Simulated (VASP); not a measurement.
Set up this calculation in VASP 6.6.1, as the native input.

```
Task                   : single point
Functional             : PBE
Potentials or basis    : VASP PAW PBE potentials, release 64 (P, B)
Cutoff                 : 500 eV
k mesh                 : 10 × 10 × 10
Occupations            : gaussian, width 0.0252 eV
Spin                   : no spin polarisation
Dipole correction      : no
Further INCAR settings : ALGO = Normal; EDIFF = 1e-06; NBANDS = 11
```

The structure of BP lies in POSCAR:

```
BP
1.0
    0.0000000000      2.2775080000      2.2775080000
    2.2775080000      0.0000000000      2.2775080000
    2.2775080000      2.2775080000      0.0000000000
P B
1 1
Direct
    0.2500000000      0.2500000000      0.2500000000
    0.0000000000      0.0000000000      0.0000000000
```

The input as run:

INCAR

```
PREC = Accurate
ENCUT = 500
EDIFF = 1E-6
ISMEAR = 0
SIGMA = 0.0252
LREAL = False
LASPH = True
NELM = 120
ALGO = Normal
ISIF = 2
LWAVE = False
LCHARG = False
GGA = PE
NBANDS = 11
GGA_COMPAT = False
```

KPOINTS

```
regular mesh
0
Gamma
  10 10 10
```

Potentials or basis: VASP PAW PBE potentials, release 64 (P, B).

Run with:

```sh
$ cat potpaw_PBE.64/P/POTCAR potpaw_PBE.64/B/POTCAR > POTCAR
$ mpirun -np 1 vasp_std > vasp.out
```

It gave:

```json
{
 "Pressure": "-0.9 GPa",
 "Band gap on the k mesh": "1.25 eV, indirect (least direct gap 3.38 eV)"
}
```

It took 4.2 s on 1 thread of Intel(R) Xeon(R) 6975P-C (Granite Rapids) (shared host), peak memory 0.13 GiB.
